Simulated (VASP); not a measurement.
# Li3Si (P6_3/mcm) in VASP: further runs, part 2 of 2

VASP 6.6.1.

## Step 4: Relaxation of cell and atoms, PBE

The input, INCAR:

```
  PREC = Accurate
  ENCUT = 600
  EDIFF = 1E-7
  ISMEAR = 0
  SIGMA = 0.1
  LREAL = False
  LASPH = True
  NELM = 100
  ALGO = Normal
  ISIF = 3
  LWAVE = False
  LCHARG = False
  GGA = PE
  IBRION = 2
  NSW = 90
  EDIFFG = -0.04
```

The input, KPOINTS:

```
regular mesh
0
Gamma
  6 6 4
```

The input, POSCAR:

```
Li3Si
1.0
    5.1642239309      0.0000000000      0.0000000000
   -2.5821119655      4.4723491150      0.0000000000
    0.0000000000      0.0000000000      4.6653459722
Li Si
6 2
Direct
    0.3115000000      0.3115000000      0.2500000000
    0.0000000000      0.3115000000      0.7500000000
    0.6885000000      0.0000000000      0.2500000000
    0.6885000000      0.6885000000      0.7500000000
    0.0000000000      0.6885000000      0.2500000000
    0.3115000000      0.0000000000      0.7500000000
    0.0000000000      0.0000000000      0.0000000000
    0.0000000000      0.0000000000      0.5000000000
```

Potentials or basis: VASP PAW PBE potentials, release 64 (Li_sv, Si).

Run with:

```sh
cat potpaw_PBE.64/Li_sv/POTCAR potpaw_PBE.64/Si/POTCAR > POTCAR
mpirun -np 1 vasp_std > vasp.out
```

OUTCAR:

```text
PREC = Accurate
   ENCUT = 600
   EDIFF = 1E-7
   ISMEAR = 0
   LREAL = False
   LASPH = True
   NELM = 100
   ISIF = 3
   GGA = PE
   IBRION = 2
   NSW = 90
   EDIFFG = -0.04

 ion  position               nearest neighbor table
   1  0.312  0.312  0.250-   7 1.99   8 1.99
   2  0.000  0.312  0.750-   7 1.99   8 1.99
   3  0.688  0.000  0.250-   7 1.99   8 1.99
   4  0.688  0.688  0.750-   7 1.99   8 1.99
   5  0.000  0.688  0.250-   7 1.99   8 1.99
   6  0.312  0.000  0.750-   7 1.99   8 1.99
   7  0.000  0.000  0.000-   1 1.99   4 1.99   3 1.99   6 1.99   5 1.99   2 1.99   8 2.33   8 2.33

   8  0.000  0.000  0.500-   1 1.99   4 1.99   3 1.99   6 1.99   5 1.99   2 1.99   7 2.33   7 2.33

  LATTYP: Found a hexagonal cell.
 ALAT       =     5.1642239309
 C/A-ratio  =     0.9033973032

  Lattice vectors:

 A1 = (   5.1642239309,   0.0000000000,   0.0000000000)
[... 746 lines left out ...]
      5     -43.7252      2.00000
      6     -43.7252      2.00000
[... 10 lines left out ...]
     17       4.5966      0.00000
     18       4.5966      0.00000

[... ionic steps 4 to 11 ...]

--------------------------------------- Ionic step       12  -------------------------------------------

 number of electron      25.9999982 magnetization

------------------------ aborting loop because EDIFF is reached ----------------------------------------
[... 79 lines left out ...]
--------------------------------------- Ionic step       14  -------------------------------------------

 number of electron      25.9999968 magnetization

 Free energy of the ion-electron system (eV)
  ---------------------------------------------------
  ext. energy  EPLUGINS =         0.00000000
  ---------------------------------------------------
  free energy    TOTEN  =       -22.85874706 eV

  energy without entropy =      -22.83534577  energy(sigma->0) =      -22.84704642

 E-fermi :   3.5470     XC(G=0):  -8.6838

 val. band max:        3.5434746421   @ k =   0.5000   0.0000   0.5000
 cond. band min:       3.5968721375   @ k =   0.0000   0.0000   0.2500
 fundamental gap:      0.0533974954
 Fermi energy:         3.5469930556

 k-point     1 :       0.0000    0.0000    0.0000
  band No.  band energies     occupation
      1     -42.8168      2.00000
      2     -42.7873      2.00000
      3     -42.7579      2.00000
      4     -42.7579      2.00000
      5     -42.7331      2.00000
      6     -42.7331      2.00000
[... 465 lines left out ...]
  FREE ENERGIE OF THE ION-ELECTRON SYSTEM (eV)
  ---------------------------------------------------
  free  energy   TOTEN  =       -22.8587470598 eV

  energy  without entropy=      -22.8353457742  energy(sigma->0) =      -22.84704642

 reached required accuracy - stopping structural energy minimisation
```

CONTCAR:

```text
Li3Si
   1.00000000000000
     5.1032470381800401    0.0000000000028956   -0.0000000000000000
    -2.5516235191369216    4.4195415768582107    0.0000000000000000
     0.0000000000000000    0.0000000000000000    5.2733374658840528
  Li              Si
     6     2
Direct
     0.4600460116221188    0.4600460116221521    0.2500000000000000
     0.9999999999999827    0.4600460116222026    0.7500000000000000
     0.5399539883778639    0.0000000000000507    0.2500000000000000
     0.5399539883778812    0.5399539883778479    0.7500000000000000
     0.0000000000000173    0.5399539883777973    0.2500000000000000
     0.4600460116221362    0.9999999999999495    0.7500000000000000
     0.0000000000000000    0.0000000000000000    0.0000000000000000
     0.0000000000000000    0.0000000000000000    0.5000000000000000

  0.00000000E+00  0.00000000E+00  0.00000000E+00
  0.00000000E+00  0.00000000E+00  0.00000000E+00
  0.00000000E+00  0.00000000E+00  0.00000000E+00
  0.00000000E+00  0.00000000E+00  0.00000000E+00
  0.00000000E+00  0.00000000E+00  0.00000000E+00
  0.00000000E+00  0.00000000E+00  0.00000000E+00
  0.00000000E+00  0.00000000E+00  0.00000000E+00
  0.00000000E+00  0.00000000E+00  0.00000000E+00
```

Run time: 9.3 min. Hardware: 1 thread of Oxide Virtual Turin-like, shared host; peak memory 0.24 GiB.

Results:

```yaml
Free_energy: -22.8587 eV
Relaxed_volume: 14.87 Å³/atom
Relaxed_cell: a = 5.103 Å, b = 5.103 Å, c = 5.273 Å, α = 90.00°, β = 90.00°, γ = 120.00°
Space_group_after_relaxing_to_0.1_Å: P6_3/mcm (No. 193)
Energy_gained_by_relaxing: 966.8 meV/atom
Ionic_steps: 14
Pressure_after_relaxing: 0.0 GPa
Largest_force_after_relaxing: 0.021 eV/Å
Band_gap_on_the_k_mesh: zero (bands 13 and 14 overlap by 2.07 eV)
```

Forces on the atoms (eV/Å):
```
Li   0.010  0.018  0.000
Li  -0.010  0.018  0.000
Li  -0.021  0.000  0.000
Li  -0.010 -0.018  0.000
Li   0.010 -0.018  0.000
Li   0.021  0.000  0.000
Si   0.000  0.000  0.000
Si   0.000  0.000  0.000
```

Step by step:
| step | energy change (eV) | largest force (eV/Å) | pressure (GPa) | volume (Å³) |
| --- | --- | --- | --- | --- |
| 1 | 0.0000 | 4.9023 | 34.58 | 107.75 |
| 2 | -6.9947 | 0.4403 | -1.16 | 159.66 |
| 3 | -6.9962 | 0.4166 | -1.35 | 160.45 |
| 4 | -7.0796 | 0.3955 | -1.03 | 156.95 |
| 5 | -7.2386 | 0.3346 | 0.10 | 146.74 |
| 6 | -7.0253 | 0.1543 | 4.07 | 127.49 |
| 7 | -7.2573 | 0.3086 | 0.85 | 141.97 |
| 8 | -7.3399 | 0.2364 | 0.38 | 141.02 |
| 9 | -7.5248 | 0.0854 | -0.79 | 138.09 |
| 10 | -7.6394 | 0.0345 | -2.26 | 131.95 |
| 11 | -7.7035 | 0.0047 | -1.32 | 124.86 |
| 12 | -7.7237 | 0.0207 | -0.11 | 118.81 |
| 13 | -7.7238 | 0.0199 | -0.22 | 119.28 |
| 14 | -7.7348 | 0.0210 | 0.01 | 118.93 |

Final structure:
```xyz
8
Lattice="5.1032 0.0000 0.0000 -2.5516 4.4195 0.0000 0.0000 0.0000 5.2733" Properties=species:S:1:pos:R:3 pbc="T T T"
Li    1.1739    2.0332    1.3183
Li    3.9294    2.0332    3.9550
Li    2.7555    0.0000    1.3183
Li    1.3778    2.3863    3.9550
Li   -1.3778    2.3863    1.3183
Li   -0.2039    4.4195    3.9550
Si    0.0000    0.0000    0.0000
Si    0.0000    0.0000    2.6367
```

Levels at points of the mesh, in eV from the Fermi level:
```csv
k point,band 9,band 10,band 11,band 12,band 13,band 14,band 15,band 16,band 17,band 18
"(0.00, 0.00, 0.00)",-3.70,-2.68,-2.68,-0.60,-0.10,1.67,1.67,2.44,2.56,2.56
"(0.50, 0.00, 0.00)",-4.09,-3.76,-2.73,-1.28,-1.11,0.85,2.25,2.61,3.09,3.48
"(0.00, 0.00, 0.50)",-1.46,-1.46,-1.46,-1.46,-0.15,-0.15,1.17,1.17,2.36,2.36
"(0.50, 0.00, 0.50)",-3.12,-3.12,-1.64,-1.64,0.00,0.00,2.03,2.03,4.11,4.11
```

Caveat: the cutoff is under 1.25 times the usual one of these potentials, so pressure, stress and relaxed cells hold a basis-set (Pulay) error.

## Step 5: The runs side by side

| task | cell | cutoff (eV) | gap on the mesh (eV) | largest force (eV/Å) |
| --- | --- | --- | --- | --- |
| single point | a = 5.164, b = 5.164, c = 4.665 Å, angles 90.0, 90.0, 120.0°, 8 atoms, atomic positions A | 520 | none | 4.91 |
| single point | a = 5.089, b = 5.089, c = 5.270 Å, angles 90.0, 90.0, 120.0°, 8 atoms, atomic positions B | 520 | none | - |
| relaxation of cell and atoms | relaxed from a = 5.164, b = 5.164, c = 4.665 Å, angles 90.0, 90.0, 120.0°, 8 atoms, atomic positions A | 600 | none | 0.02 |

Alike in all rows: level PBE; potentials or basis VASP PAW PBE potentials, release 64 (Li_sv, Si); no spin polarisation; k mesh 6 × 6 × 4; smearing gaussian 0.1 eV.

Caveats: the cutoff is under 1.25 times the usual one of these potentials, so pressure, stress and relaxed cells hold a basis-set (Pulay) error; forces of over 1 eV/Å act on the atoms, so gaps and moduli don't describe the material at rest (at least some runs).

Total energies depend on the potentials used, so only differences within one code and one set of settings carry meaning.

The gap in the log of VASP goes by the Fermi energy; the results here count the filled bands.